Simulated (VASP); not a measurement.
# Si2Ni (I4/mmm) in VASP: notebook

Si2Ni is run at these levels: PBE; tasks: single point.

Everything below comes from runs of VASP 6.6.1. Logs are shortened: lines on timing, memory, paths and dates and some standing lists are left out, and cuts for length are marked.

## Step 1: The cell of the first run

Symmetry: I4/mmm, No. 139, tetragonal system. Conventional cell: a = 3.928 Å, b = 3.928 Å, c = 5.291 Å, α = 90.00°, β = 90.00°, γ = 90.00°. Within 3.1 Å of Si (site symmetry -4m2) lie 4 Ni at 2.37 Å and 6 Si at 2.65 to 2.78 Å. Ni (site symmetry 4/mmm) has 8 Si at 2.37 Å within 3.1 Å.

## Step 2: Single point, PBE (biaxial strain in the a-b plane: +2.0 %, then relaxed in part)

Input file INCAR:

```
PREC = Accurate ; ENCUT = 520
EDIFF = 1E-6 ; ISMEAR = 0
SIGMA = 0.1 ; LREAL = False
LASPH = True ; NELM = 60
ALGO = Normal ; ISIF = 2
LWAVE = False ; LCHARG = False
GGA = PE ; NBANDS = 27
```

Input file KPOINTS:

```
Automatic mesh
0
Gamma
  10 10 8
```

Input file POSCAR:

```
Si2Ni
1.0
    2.7778623401      2.7778623401      0.0000000000
   -2.7778623401      2.7778623401      0.0000000000
    0.0000000000      0.0000000000      5.2911813672
Si Ni
4 2
Direct
    0.0000000000      0.5000000000      0.7500000000
    0.5000000000      0.0000000000      0.7500000000
    0.5000000000      0.0000000000      0.2500000000
    0.0000000000      0.5000000000      0.2500000000
    0.0000000000      0.0000000000      0.0000000000
    0.5000000000      0.5000000000      0.5000000000
```

Potentials or basis: VASP PAW PBE potentials, release 64 (Si, Ni).

Run with:

```console
> cat potpaw_PBE.64/Si/POTCAR potpaw_PBE.64/Ni/POTCAR > POTCAR
> mpirun -np 1 vasp_std > vasp.out
```

OUTCAR:

```text
PREC = Accurate
   ENCUT = 520
   EDIFF = 1E-6
   ISMEAR = 0
   LREAL = False
   LASPH = True
   NELM = 60
   ISIF = 2
   GGA = PE

 ion  position               nearest neighbor table
   1  0.000  0.500  0.750-   5 2.37   6 2.37   5 2.37   6 2.37   4 2.65   4 2.65   2 2.78   2 2.78
                             2 2.78   2 2.78
   2  0.500  0.000  0.750-   5 2.37   6 2.37   6 2.37   5 2.37   3 2.65   3 2.65   1 2.78   1 2.78
                             1 2.78   1 2.78
   3  0.500  0.000  0.250-   5 2.37   6 2.37   6 2.37   5 2.37   2 2.65   2 2.65   4 2.78   4 2.78
                             4 2.78   4 2.78
   4  0.000  0.500  0.250-   5 2.37   6 2.37   5 2.37   6 2.37   1 2.65   1 2.65   3 2.78   3 2.78
                             3 2.78   3 2.78
   5  0.000  0.000  0.000-   1 2.37   2 2.37   3 2.37   4 2.37   1 2.37   4 2.37   2 2.37   3 2.37

   6  0.500  0.500  0.500-   1 2.37   2 2.37   3 2.37   4 2.37   2 2.37   3 2.37   1 2.37   4 2.37

  LATTYP: Found a simple tetragonal cell.
 ALAT       =     3.9284905958
 C/A-ratio  =     1.3468738790

  Lattice vectors:

 A1 = (   2.7778623401,   2.7778623401,   0.0000000000)
 A2 = (  -2.7778623401,   2.7778623401,   0.0000000000)
 A3 = (   0.0000000000,   0.0000000000,   5.2911813672)

Analysis of symmetry for initial positions (statically):
=====================================================================
 Subroutine PRICEL returns following result:

  LATTYP: Found a body centered tetragonal cell.
 ALAT       =     3.9284905958
 C/A-ratio  =     1.3468738790

  Lattice vectors:

 A1 = (   0.0000000000,  -2.7778623401,  -2.6455906836)
 A2 = (   0.0000000000,   2.7778623401,  -2.6455906836)
 A3 = (   2.7778623401,   0.0000000000,   2.6455906836)

   2 primitive cells build up your supercell.

 Routine SETGRP: Setting up the symmetry group for a
 simple tetragonal supercell.

 Subroutine GETGRP returns: Found 16 space group operations
 (whereof 16 operations were pure point group operations)
 out of a pool of 16 trial point group operations.

The static configuration has the point symmetry D_4h.

Analysis of symmetry for dynamics (positions and initial velocities):
=====================================================================
 Subroutine PRICEL returns following result:

  LATTYP: Found a body centered tetragonal cell.
 ALAT       =     3.9284905958
 C/A-ratio  =     1.3468738790

  Lattice vectors:

 A1 = (   0.0000000000,  -2.7778623401,  -2.6455906836)
 A2 = (   0.0000000000,   2.7778623401,  -2.6455906836)
 A3 = (   2.7778623401,   0.0000000000,   2.6455906836)

   2 primitive cells build up your supercell.

 Routine SETGRP: Setting up the symmetry group for a
 simple tetragonal supercell.

 Subroutine GETGRP returns: Found 16 space group operations
 (whereof 16 operations were pure point group operations)
 out of a pool of 16 trial point group operations.

The dynamic configuration has the point symmetry D_4h.

 Subroutine INISYM returns: Found 16 space group operations
 (whereof 16 operations are pure point group operations),
 and found     2 'primitive' translations

----------------------------------------------------------------------------------------

                                     Primitive cell

  volume of cell :      40.8295

  direct lattice vectors                    reciprocal lattice vectors
     0.000000000 -2.777862340 -2.645590684     0.179994521 -0.179994521 -0.188993711
     0.000000000  2.777862340 -2.645590684     0.179994521  0.179994521 -0.188993711
     2.777862340  0.000000000  2.645590684     0.359989041  0.000000000  0.000000000

  length of vectors
     3.836100787  3.836100787  3.836100787     0.317040498  0.317040498  0.359989041

  position of ions in fractional coordinates (direct lattice)
     0.750000000  0.250000000  0.500000000
     0.250000000  0.750000000  0.500000000
     0.000000000  0.000000000  0.000000000

  ion indices of the primitive-cell ions
   primitive index   ion index
                 1           1
                 2           4
                 3           5

----------------------------------------------------------------------------------------

 KPOINTS: Automatic mesh

Automatic generation of k-mesh.
 Grid dimensions read from file:
 generate k-points for:   10   10    8

 Generating k-lattice:

  Cartesian coordinates                     Fractional coordinates (reciprocal lattice)
     0.017999452  0.017999452  0.000000000     0.100000000  0.000000000  0.000000000
    -0.017999452  0.017999452  0.000000000     0.000000000  0.100000000  0.000000000
     0.000000000  0.000000000  0.023624214     0.000000000  0.000000000  0.125000000

  Length of vectors
     0.025455069  0.025455069  0.023624214

  Shift w.r.t. Gamma in fractional coordinates (k-lattice)
     0.000000000  0.000000000  0.000000000

 Subroutine IBZKPT returns following result:
 ===========================================

 Found    105 irreducible k-points:

 Following reciprocal coordinates:
            Coordinates               Weight
  0.000000  0.000000  0.000000      1.000000
  0.100000  0.000000  0.000000      4.000000
  0.200000  0.000000  0.000000      4.000000
  0.300000  0.000000  0.000000      4.000000
  0.400000  0.000000  0.000000      4.000000
  0.500000  0.000000  0.000000      2.000000
[... 16 lines left out ...]
  0.100000  0.000000  0.125000      8.000000
  0.200000  0.000000  0.125000      8.000000
 [... further k-points ...]
   k-points           NKPTS =    105   k-points in BZ     NKDIM =    105   number of bands    NBANDS=     27
   number of dos      NEDOS =    301   number of ions     NIONS =      6
   total plane-waves  NPLWV =  36000
   dimension x,y,z NGX =    30 NGY =   30 NGZ =   40
   dimension x,y,z NGXF=    60 NGYF=   60 NGZF=   80
   ions per type =               4   2
   NGX,Y,Z   is equivalent  to a cutoff of  12.70, 12.70, 12.57 a.u.
   NGXF,Y,Z  is equivalent  to a cutoff of  25.39, 25.39, 25.14 a.u.
 SYSTEM =  unknown system
   PREC   = accura    normal or accurate (medium, high low for compatibility)
   ISTART =      0    job   : 0-new  1-cont  2-samecut
   ICHARG =      2    charge: 1-file 2-atom 10-const
   ISPIN  =      1    spin polarized calculation?
   LNONCOLLINEAR =      F non collinear calculations
   LSORBIT =      F    spin-orbit coupling
   LASPH  =      T    aspherical Exc in radial PAW
   ENCUT  =  520.0 eV  38.22 Ry    6.18 a.u.   7.30  7.30  9.84*2*pi/ulx,y,z
   NELM   =     60;   NELMIN=  2; NELMDL= -5     # of ELM steps
   EDIFF  = 0.1E-05   stopping-criterion for ELM
   LREAL  =      F    real-space projection
   EDIFFG = 0.1E-04   stopping-criterion for IOM
   NSW    =      0    number of steps for IOM
   IBRION =     -1    ionic relax: 0-MD 1-quasi-New 2-CG
   NFREE  =      0    steps in history (QN), initial steepest desc. (CG)
   ISIF   =      2    stress and relaxation
   ISYM   =      2    0-nonsym 1-usesym 2-fastsym
   POTIM  = 0.5000    time-step for ionic-motion
   TEBEG  =    0.0;   TEEND  =   0.0 temperature during run
   PSTRESS=    0.0 pullay stress
   NELECT =      36.0000    total number of electrons
   NUPDOWN=      -1.0000    fix difference up-down
   EMIN   =  10.00;   EMAX   =-10.00  energy-range for DOS
   EFERMI =   0.00;   METHOD = LEGACY
   ISMEAR =     0;   SIGMA  =   0.10  broadening in eV -4-tet -1-fermi 0-gaus
   EFERMI_NEDOS =   21; number of points for ismear=-14 and -15
   IALGO  =     38    algorithm
   IMIX   =      4    mixing-type and parameters
     AMIX     =   0.40;   BMIX     =  1.00
     AMIX_MAG =   1.60;   BMIX_MAG =  1.00
  volume/ion in A,a.u.               =      13.61        91.84
  Fermi-wavevector in a.u.,A,eV,Ry     =   1.245970  2.354542 21.122250  1.552442
  Thomas-Fermi vector in A             =   2.380169
   LORBIT       =      0    0 simple, 1 ext, 2 COOP (PROOUT), +10 PAW based schemes
   GGA     = PE    functional components
   LHFCALC =     F    Hartree Fock is set to
   AEXX    =    0.0000 exact exchange contribution
   IVDW    =     0    specifies the selected vdW correction
   LEPSILON=     F    determine dielectric tensor
   LRPA    =     F    only Hartree local field effects (RPA)
 non-spin polarized calculation
 Gauss-broadening in eV      SIGMA  =   0.10
  energy-cutoff  :      520.00
  volume of cell :       81.66
 maximum number of plane-waves:      2224
 NGX is ok and might be reduce to    30
   NGX = 15   NGY = 15   NGZ = 19

 number of electron      35.9999981 magnetization

 Free energy of the ion-electron system (eV)
  ---------------------------------------------------
  ext. energy  EPLUGINS =         0.00000000
  ---------------------------------------------------
  free energy    TOTEN  =       -34.71941354 eV

  energy without entropy =      -34.71033173  energy(sigma->0) =      -34.71487263

 E-fermi :   9.8981     XC(G=0): -11.4362

 val. band max:        9.8820856707   @ k =   0.4000   0.3000   0.1250
 cond. band min:       9.9446254343   @ k =   0.2000   0.1000   0.1250
 fundamental gap:      0.0625397636
 Fermi energy:         9.8981067719

 k-point     1 :       0.0000    0.0000    0.0000
  band No.  band energies     occupation
      1      -3.5812      2.00000
      2       0.7581      2.00000
      3       2.2163      2.00000
      4       2.4412      2.00000
      5       4.8693      2.00000
      6       5.0459      2.00000
[... 19 lines left out ...]
     26      14.1346      0.00000
     27      15.7173      0.00000

 k-point     2 :       0.1000    0.0000    0.0000
  band No.  band energies     occupation
      1      -3.4884      2.00000
      2       0.8301      2.00000
      3       2.1824      2.00000
      4       2.3204      2.00000
      5       4.8681      2.00000
      6       4.8743      2.00000
[... 19 lines left out ...]
     26      13.8413      0.00000
     27      15.8179      0.00000

 k-point     3 :       0.2000    0.0000    0.0000
  band No.  band energies     occupation
      1      -3.2114      2.00000
      2       1.0442      2.00000
      3       1.4928      2.00000
      4       2.5829      2.00000
      5       4.4019      2.00000
      6       4.8674      2.00000
[... 19 lines left out ...]
     26      15.2221      0.00000
     27      15.2968      0.00000

 k-point     4 :       0.3000    0.0000    0.0000
  band No.  band energies     occupation
      1      -2.7549      2.00000
      2       0.5478      2.00000
      3       1.3942      2.00000
      4       3.0087      2.00000
      5       3.7765      2.00000
      6       4.7836      2.00000
[... 19 lines left out ...]
     26      14.5455      0.00000
     27      15.5046      0.00000

 k-point     5 :       0.4000    0.0000    0.0000
  band No.  band energies     occupation
      1      -2.1279      2.00000
      2      -0.4361      2.00000
      3       1.8686      2.00000
      4       3.1001      2.00000
      5       3.5452      2.00000
      6       4.5383      2.00000
[... 19 lines left out ...]
     26      15.1445      0.00000
     27      16.0864      0.00000

 k-point     6 :       0.5000    0.0000    0.0000
  band No.  band energies     occupation
      1      -1.3458      2.00000
      2      -1.3458      2.00000
      3       2.4477      2.00000
      4       2.4477      2.00000
      5       4.0989      2.00000
      6       4.0989      2.00000
[... 444 lines left out ...]
      1       0.0532      2.00000
      2       0.0532      2.00000
      3       2.1711      2.00000
      4       2.1711      2.00000
      5       3.0096      2.00000
      6       3.0096      2.00000
[... 19 lines left out ...]
     26      17.6066      0.00000
     27      18.8832      0.00000

 k-point    22 :       0.0000    0.0000    0.1250
  band No.  band energies     occupation
      1      -3.5002      2.00000
      2       0.1495      2.00000
      3       2.5053      2.00000
      4       2.9170      2.00000
      5       4.7216      2.00000
      6       5.0461      2.00000
[... 19 lines left out ...]
     26      14.2969      0.00000
     27      14.6194      0.00000

 k-point    23 :       0.1000    0.0000    0.1250
  band No.  band energies     occupation
      1      -3.4076      2.00000
      2       0.2279      2.00000
      3       2.2637      2.00000
      4       2.9952      2.00000
      5       4.5679      2.00000
      6       5.0311      2.00000
[... 19 lines left out ...]
     26      14.1691      0.00000
     27      14.7998      0.00000

 k-point    24 :       0.2000    0.0000    0.1250
  band No.  band energies     occupation
      1      -3.1313      2.00000
      2       0.4566      2.00000
      3       1.5806      2.00000
      4       3.2295      2.00000
      5       4.1074      2.00000
      6       5.0246      2.00000
[... 19 lines left out ...]
     26      14.9111      0.00000
     27      14.9927      0.00000

 [... further k-points ...]
[... 5 lines left out ...]
  --------------------------------------------------------------------------------------
  -------------------------------------------------------------------------------------
  Total       -1.2857125     -1.2857125     -0.0232634      0.0000000     -0.0000000     -0.0000000
  in kB      -25.2261153    -25.2261153     -0.4564348      0.0000000     -0.0000000     -0.0000000
  external PRESSURE =     -16.9695552 kB  Pullay stress =       0.0000000 kB

 VOLUME and BASIS-vectors are now :
 -----------------------------------------------------------------------------
  energy-cutoff  :      520.00
  volume of cell :       81.66
      direct lattice vectors                 reciprocal lattice vectors
     2.777862340  2.777862340  0.000000000     0.179994521  0.179994521  0.000000000
    -2.777862340  2.777862340  0.000000000    -0.179994521  0.179994521  0.000000000
     0.000000000  0.000000000  5.291181367     0.000000000  0.000000000  0.188993711

 POSITION                                       TOTAL-FORCE (eV/Angst)
 -----------------------------------------------------------------------------------
     -1.38893      1.38893      3.96839         0.000000      0.000000     -0.000000
      1.38893      1.38893      3.96839        -0.000000      0.000000     -0.000000
      1.38893      1.38893      1.32280        -0.000000      0.000000     -0.000000
     -1.38893      1.38893      1.32280        -0.000000     -0.000000      0.000000
      0.00000      0.00000      0.00000         0.000000     -0.000000     -0.000000
      0.00000      2.77786      2.64559        -0.000000      0.000000      0.000000
 -----------------------------------------------------------------------------------
    total drift:                               -0.000000      0.000000      0.000000

  FREE ENERGIE OF THE ION-ELECTRON SYSTEM (eV)
  ---------------------------------------------------
  free  energy   TOTEN  =       -34.7194135352 eV

  energy  without entropy=      -34.7103317276  energy(sigma->0) =      -34.71487263
```

Run time: 98 s. Hardware: 1 thread of Intel Xeon 6975P-C (Granite Rapids), shared host; peak memory 0.31 GiB.

Results:

```
Free energy            : -34.7194 eV
Pressure               : -1.7 GPa
Band gap on the k mesh : zero (band 18 reaches 11.22 eV, above the bottom of band 19 at 9.31 eV)
```

Levels at points of the mesh, in eV from the Fermi level:
| k point | band 16 | band 17 | band 18 | band 19 | band 20 | band 21 |
| --- | --- | --- | --- | --- | --- | --- |
| (0.00, 0.00, 0.00) | -0.59 | -0.47 | 1.32 | 1.36 | 1.93 | 1.93 |
| (0.50, 0.00, 0.00) | -2.45 | -1.17 | -1.17 | 0.76 | 0.76 | 2.96 |
| (0.50, 0.50, 0.00) | -3.25 | -2.86 | -2.86 | -0.29 | -0.29 | 1.65 |
| (0.00, 0.00, 0.50) | -1.68 | -1.15 | -1.15 | -0.59 | -0.59 | 2.06 |
| (0.50, 0.00, 0.50) | -1.47 | -1.16 | -1.16 | 1.74 | 1.74 | 1.79 |
| (0.50, 0.50, 0.50) | -3.00 | -2.17 | -2.17 | 2.48 | 2.48 | 2.48 |

Caveat: the cell differs from its parent crystal (biaxial strain in the a-b plane: +2.0 %, then relaxed in part). Spin polarisation is off, so any magnetic state and its effect on volume and gap are missing.

## Step 3: Single point, PBE

Input file INCAR:

```
SYSTEM = Si2Ni
PREC = Accurate
ENCUT = 520
EDIFF = 1E-6
ISMEAR = 0
SIGMA = 0.1
LREAL = .FALSE.
LASPH = .TRUE.
NELM = 100
ALGO = Normal
ISIF = 2
LWAVE = .FALSE.
LCHARG = .TRUE.
GGA = PE
LELF = .TRUE.
LVHAR = .TRUE.
NBANDS = 27
```

Input file KPOINTS:

```
regular mesh
0
G
  10 10 8
  0 0 0
```

POSCAR is that of step 2.

Potentials or basis: VASP PAW PBE potentials, release 64 (Si, Ni).

Run with:

```console
> cat potpaw_PBE.64/Si/POTCAR potpaw_PBE.64/Ni/POTCAR > POTCAR
> mpirun -np 1 vasp_std > vasp.out
```

Wall time 98 s (1 thread of Intel Xeon 6975P-C (Granite Rapids), shared host); peak memory 0.32 GiB.

The run converged. Its results:

```yaml
Free_energy: -34.7194 eV
Pressure: -1.7 GPa
Band_gap_on_the_k_mesh: zero (band 18 reaches 11.22 eV, above the bottom of band 19 at 9.31 eV)
```

Stress tensor (GPa, compression positive):
```
-2.52  0.00  0.00
 0.00 -2.52  0.00
 0.00  0.00 -0.05
```

Levels at points of the mesh, in eV from the Fermi level:
| k point | band 15 | band 16 | band 17 | band 18 | band 19 | band 20 | band 21 | band 22 |
| --- | --- | --- | --- | --- | --- | --- | --- | --- |
| (0.00, 0.00, 0.00) | -2.89 | -0.59 | -0.47 | 1.32 | 1.36 | 1.93 | 1.93 | 2.22 |
| (0.50, 0.00, 0.00) | -2.45 | -2.45 | -1.17 | -1.17 | 0.76 | 0.76 | 2.96 | 2.96 |
| (0.50, 0.50, 0.00) | -3.25 | -3.25 | -2.86 | -2.86 | -0.29 | -0.29 | 1.65 | 1.65 |
| (0.00, 0.00, 0.50) | -1.68 | -1.68 | -1.15 | -1.15 | -0.59 | -0.59 | 2.06 | 2.06 |
| (0.50, 0.00, 0.50) | -1.47 | -1.47 | -1.16 | -1.16 | 1.74 | 1.74 | 1.79 | 1.79 |
| (0.50, 0.50, 0.50) | -3.00 | -3.00 | -2.17 | -2.17 | 2.48 | 2.48 | 2.48 | 2.48 |

Spin polarisation is off, so any magnetic state and its effect on volume and gap are missing.
